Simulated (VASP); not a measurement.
# BSe2 (Cmce) in VASP: single point with PBE

Aim: the single point of BSe2 with PBE.

Program: VASP 6.6.1. These are calculated values, not measurements. Logs are shortened: lines on timing, memory, paths and dates and some standing lists are left out, and cuts for length are marked.

## 1. The cell of the first run

It takes space group Cmce (No. 64, orthorhombic). Conventional cell: a = 6.320 Å, b = 5.600 Å, c = 8.749 Å, α = 90.00°, β = 90.00°, γ = 90.00°. Within 2.1 Å of B (site symmetry 2/m) lie 2 Se at 1.61 Å. Within 2.1 Å of Se (site symmetry m) lie 1 B at 1.61 Å.

## 2. Single point, PBE

The input, INCAR:

```
SYSTEM = BSe2
ALGO = Normal ; EDIFF = 1E-6
ENCUT = 520 ; GGA = PE
ISIF = 2 ; ISMEAR = 1
LASPH = .True. ; LCHARG = .False.
LREAL = .False. ; LWAVE = .False.
NBANDS = 24 ; NELM = 60
PREC = Accurate ; SIGMA = 0.0277
```

The input, KPOINTS:

```
k-points
0
Gamma
  6 6 3
  0 0 0
```

The input, POSCAR:

```
BSe2
1.0
    3.1597980000      2.8002310000      0.0000000000
    3.1597980000     -2.8002310000      0.0000000000
    0.0000000000      0.0000000000     -8.7486950000
B Se
2 4
Direct
    0.0000000000      0.0000000000      0.0000000000
    0.5000000000      0.5000000000      0.5000000000
    0.2139400000      0.7860600000      0.8766900000
    0.2860600000      0.7139400000      0.3766900000
    0.7860600000      0.2139400000      0.1233100000
    0.7139400000      0.2860600000      0.6233100000
```

Potentials or basis: VASP PAW PBE potentials, release 64 (B, Se).

Started as:

```bash
cat potpaw_PBE.64/B/POTCAR potpaw_PBE.64/Se/POTCAR > POTCAR
mpirun -np 1 vasp_std > vasp.out
```

OUTCAR:

```text
SYSTEM = BSe2
   EDIFF = 1E-6
   ENCUT = 520
   GGA = PE
   ISIF = 2
   ISMEAR = 1
   LASPH = .True.
   LREAL = .False.
   NELM = 60
   PREC = Accurate

 ion  position               nearest neighbor table
   1  0.000  0.000  0.000-   5 1.61   3 1.61
   2  0.500  0.500  0.500-   4 1.61   6 1.61
   3  0.214  0.786  0.877-   1 1.61
   4  0.286  0.714  0.377-   2 1.61
   5  0.786  0.214  0.123-   1 1.61
   6  0.714  0.286  0.623-   2 1.61

  LATTYP: Found a base centered orthorhombic cell.
 ALAT       =     5.6004620000
 B/A-ratio  =     1.1284061922
 C/A-ratio  =     1.5621380879

  Lattice vectors:

 A1 = (  -3.1597980000,   2.8002310000,   0.0000000000)
 A2 = (   3.1597980000,   2.8002310000,   0.0000000000)
 A3 = (   0.0000000000,   0.0000000000,  -8.7486950000)

Analysis of symmetry for initial positions (statically):
=====================================================================
 Subroutine PRICEL returns:
 Original cell was already a primitive cell.

 Routine SETGRP: Setting up the symmetry group for a
 base centered orthorhombic supercell.

 Subroutine GETGRP returns: Found  8 space group operations
 (whereof  4 operations were pure point group operations)
 out of a pool of  8 trial point group operations.

The static configuration has the point symmetry C_2h.
 The point group associated with its full space group is D_2h.

Analysis of symmetry for dynamics (positions and initial velocities):
=====================================================================
 Subroutine PRICEL returns:
 Original cell was already a primitive cell.

 Routine SETGRP: Setting up the symmetry group for a
 base centered orthorhombic supercell.

 Subroutine GETGRP returns: Found  8 space group operations
 (whereof  4 operations were pure point group operations)
 out of a pool of  8 trial point group operations.

The dynamic configuration has the point symmetry C_2h.
 The point group associated with its full space group is D_2h.

 Subroutine INISYM returns: Found  8 space group operations
 (whereof  4 operations are pure point group operations),
 and found     1 'primitive' translations

[... 94 lines left out ...]
   ISTART =      0    job   : 0-new  1-cont  2-samecut
   ICHARG =      2    charge: 1-file 2-atom 10-const
   ISPIN  =      1    spin polarized calculation?
   LNONCOLLINEAR =      F non collinear calculations
   LSORBIT =      F    spin-orbit coupling
   LASPH  =      T    aspherical Exc in radial PAW
   ENCUT  =  520.0 eV  38.22 Ry    6.18 a.u.   7.85  7.85 16.27*2*pi/ulx,y,z
   NELM   =     60;   NELMIN=  2; NELMDL= -5     # of ELM steps
   EDIFF  = 0.1E-05   stopping-criterion for ELM
   LREAL  =      F    real-space projection
   EDIFFG = 0.1E-04   stopping-criterion for IOM
   NSW    =      0    number of steps for IOM
   IBRION =     -1    ionic relax: 0-MD 1-quasi-New 2-CG
   NFREE  =      0    steps in history (QN), initial steepest desc. (CG)
   ISIF   =      2    stress and relaxation
   ISYM   =      2    0-nonsym 1-usesym 2-fastsym
   POTIM  = 0.5000    time-step for ionic-motion
   TEBEG  =    0.0;   TEEND  =   0.0 temperature during run
   PSTRESS=    0.0 pullay stress
   NELECT =      30.0000    total number of electrons
   NUPDOWN=      -1.0000    fix difference up-down
   EMIN   =  10.00;   EMAX   =-10.00  energy-range for DOS
   EFERMI =   0.00;   METHOD = LEGACY
   ISMEAR =     1;   SIGMA  =   0.03  broadening in eV -4-tet -1-fermi 0-gaus
   EFERMI_NEDOS =   21; number of points for ismear=-14 and -15
   IALGO  =     38    algorithm
   IMIX   =      4    mixing-type and parameters
     AMIX     =   0.40;   BMIX     =  1.00
     AMIX_MAG =   1.60;   BMIX_MAG =  1.00
  volume/ion in A,a.u.               =      25.80       174.13
  Fermi-wavevector in a.u.,A,eV,Ry     =   0.947341  1.790215 12.210622  0.897455
  Thomas-Fermi vector in A             =   2.075425
   LORBIT       =      0    0 simple, 1 ext, 2 COOP (PROOUT), +10 PAW based schemes
   GGA     = PE    functional components
   LHFCALC =     F    Hartree Fock is set to
   AEXX    =    0.0000 exact exchange contribution
   IVDW    =     0    specifies the selected vdW correction
   LEPSILON=     F    determine dielectric tensor
   LRPA    =     F    only Hartree local field effects (RPA)
 non-spin polarized calculation
 Methfessel and Paxton  Order N= 1 SIGMA  =   0.03
  energy-cutoff  :      520.00
  volume of cell :      154.82
 maximum number of plane-waves:      4192
   NGX = 15   NGY = 15   NGZ = 33

 number of electron      30.0000000 magnetization

 Free energy of the ion-electron system (eV)
  ---------------------------------------------------
  ext. energy  EPLUGINS =         0.00000000
  ---------------------------------------------------
  free energy    TOTEN  =       -21.60310382 eV

  energy without entropy =      -21.60356780  energy(sigma->0) =      -21.60325848

 E-fermi :   0.2807     XC(G=0):  -8.1438

 val. band max:        0.2690936756   @ k =   0.5000   0.1667   0.0000
 cond. band min:       0.2906386178   @ k =  -0.1667   0.1667   0.3333
 fundamental gap:      0.0215449422
 Fermi energy:         0.2807409330

 k-point     1 :       0.0000    0.0000    0.0000
  band No.  band energies     occupation
      1     -13.4809      2.00000
      2     -13.0893      2.00000
      3     -12.4280      2.00000
      4     -12.0330      2.00000
      5      -4.2927      2.00000
      6      -3.9646      2.00000
[... 637 lines left out ...]
     23       8.3969      0.00000
     24       8.9868      0.00000

 [... further k-points ...]
[... 5 lines left out ...]
  --------------------------------------------------------------------------------------
  -------------------------------------------------------------------------------------
  Total        0.6180290     32.5481025     24.8166764      0.0000000      0.0000000      0.0000000
  in kB        6.3957721    336.8292561    256.8193539      0.0000000      0.0000000      0.0000000
  external PRESSURE =     200.0147940 kB  Pullay stress =       0.0000000 kB

 VOLUME and BASIS-vectors are now :
 -----------------------------------------------------------------------------
  energy-cutoff  :      520.00
  volume of cell :      154.82
      direct lattice vectors                 reciprocal lattice vectors
     3.159798000  2.800231000  0.000000000     0.158237963  0.178556698  0.000000000
     3.159798000 -2.800231000  0.000000000     0.158237963 -0.178556698  0.000000000
     0.000000000  0.000000000 -8.748695000     0.000000000  0.000000000 -0.114302762

 POSITION                                       TOTAL-FORCE (eV/Angst)
 -----------------------------------------------------------------------------------
      0.00000      0.00000      0.00000         0.000000      0.000000     -0.000000
      3.15980      0.00000     -4.37435         0.000000     -0.000000     -0.000000
      3.15980     -1.60207     -7.66989         0.000000      6.492406      5.617853
      3.15980     -1.19816     -3.29555         0.000000     -6.492406      5.617853
      3.15980      1.60207     -1.07880         0.000000     -6.492406     -5.617853
      3.15980      1.19816     -5.45315         0.000000      6.492406     -5.617853
 -----------------------------------------------------------------------------------
    total drift:                               -0.000000      0.000000     -0.000000

  FREE ENERGIE OF THE ION-ELECTRON SYSTEM (eV)
  ---------------------------------------------------
  free  energy   TOTEN  =       -21.6031038176 eV

  energy  without entropy=      -21.6035678033  energy(sigma->0) =      -21.60325848
```

It took 98 s on 1 thread of AMD EPYC 7R43 (Zen 3), shared host; peak memory 0.23 GiB.

What came out:

| Quantity | Value |
| --- | --- |
| Free energy | -21.6031 eV |
| Pressure | 20.0 GPa |
| Largest force | 8.586 eV/Å |
| Band gap on the k mesh | zero (bands 15 and 16 overlap by 0.49 eV) |

Forces on the atoms (eV/Å):
```
B    0.000  0.000  0.000
B    0.000  0.000  0.000
Se   0.000  6.492  5.618
Se   0.000 -6.492  5.618
Se   0.000 -6.492 -5.618
Se   0.000  6.492 -5.618
```

Levels at points of the mesh, in eV from the Fermi level:
| k point | band 13 | band 14 | band 15 | band 16 | band 17 | band 18 |
| --- | --- | --- | --- | --- | --- | --- |
| (0.00, 0.00, 0.00) | -1.08 | -0.81 | -0.68 | -0.13 | 3.47 | 3.76 |
| (0.50, 0.00, 0.00) | -0.45 | -0.45 | 0.12 | 0.12 | 4.06 | 4.06 |
| (0.50, 0.50, 0.00) | -1.39 | -1.20 | -0.39 | 0.52 | 3.77 | 4.74 |

Caveat: the stress differs along the axes, from 1 to 34 GPa; forces of over 1 eV/Å act on the atoms, so gaps and moduli don't describe the material at rest.

The gap in the log of VASP goes by the Fermi energy; the results here count the filled bands.